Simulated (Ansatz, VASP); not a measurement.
## Be4Se3 in VASP and in Ansatz

Contents of INCAR:

```
SYSTEM = Be4Se3
PREC = Accurate
ENCUT = 600
EDIFF = 1E-7
ISMEAR = 0
SIGMA = 0.2
LREAL = .False.
LASPH = .True.
NELM = 100
ALGO = Normal
ISIF = 3
LWAVE = .False.
LCHARG = .False.
GGA = PE
IBRION = 2
NSW = 36
EDIFFG = -0.08
```

File KPOINTS:

```
regular mesh
0
Gamma
  4 4 3
  0 0 0
```

Contents of POSCAR:

```
Be4Se3
1.0
    4.4110543000      0.0000000000      0.0000000000
   -2.2055271500      3.8200850800      0.0000000000
    0.0000000000      0.0000000000      7.0682615900
Be Se
4 3
Direct
    0.3333333300      0.6666666700      0.7180027800
    0.6666666700      0.3333333300      0.7180027800
    0.6666666700      0.3333333300      0.2819972200
    0.3333333300      0.6666666700      0.2819972200
    0.0000000000      0.0000000000      0.1928569600
    0.0000000000      0.0000000000      0.8071430400
    0.0000000000      0.0000000000      0.5000000000
```

Input for Ansatz:

```yaml
crystal:
  lattice:
    - [4.4110543, 0.0, 0.0]
    - [-2.20552715, 3.82008508, 0.0]
    - [0.0, 0.0, 7.06826159]
  atoms:
    - { symbol: Be, position: [0.33333333, 0.66666667, 0.71800278] }
    - { symbol: Be, position: [0.66666667, 0.33333333, 0.71800278] }
    - { symbol: Be, position: [0.66666667, 0.33333333, 0.28199722] }
    - { symbol: Be, position: [0.33333333, 0.66666667, 0.28199722] }
    - { symbol: Se, position: [0.0, 0.0, 0.19285696] }
    - { symbol: Se, position: [0.0, 0.0, 0.80714304] }
    - { symbol: Se, position: [0.0, 0.0, 0.5] }
basis:
  ecutwfc: 420
kpoints:
  mp_grid: { grid: [4, 4, 3] }
hamiltonian:
  xc: pbe
scf:
  occupations: { method: gaussian, width: 0.2 }
  lower_state_search: "off"
output:
  forces: true
  stress: true
  eigenvalues: true
relax:
  adjacent_minimum: "off"
  f_tol: 0.08
  max_steps: 16
  cell: { stress_tol: 0.8 }
```

Alike in both runs: task relaxation of cell and atoms; functional PBE; k mesh 4 × 4 × 3; occupations gaussian, width 0.2 eV; no spin polarisation.

|  | VASP | Ansatz |
| --- | --- | --- |
| version | VASP 6.6.1 | Ansatz 0.2.0 |
| potentials or method | VASP PAW PBE potentials, release 64 (Be, Se), cutoff 600 eV | scalar-relativistic, plane waves, PAW |
| valence electrons in the cell | 26 | 56 |

```tsv
	VASP	Ansatz	Ansatz less VASP
gap on the k mesh at the Fermi level, each at its own relaxed structure (eV)	none	none	-
relaxed volume (Å³/atom)	16.64	16.51	-0.128
relaxed cell length with the largest relative difference (Å)	10.252	10.202	-0.0500
```

A gap of «none» marks a metal or a gap that the smearing closes. VASP's potentials hold 26 valence electrons a cell and Ansatz's 56, so a difference there can come from the potentials and not from the codes.

The k mesh is coarse, so the values compare programs but aren't converged.
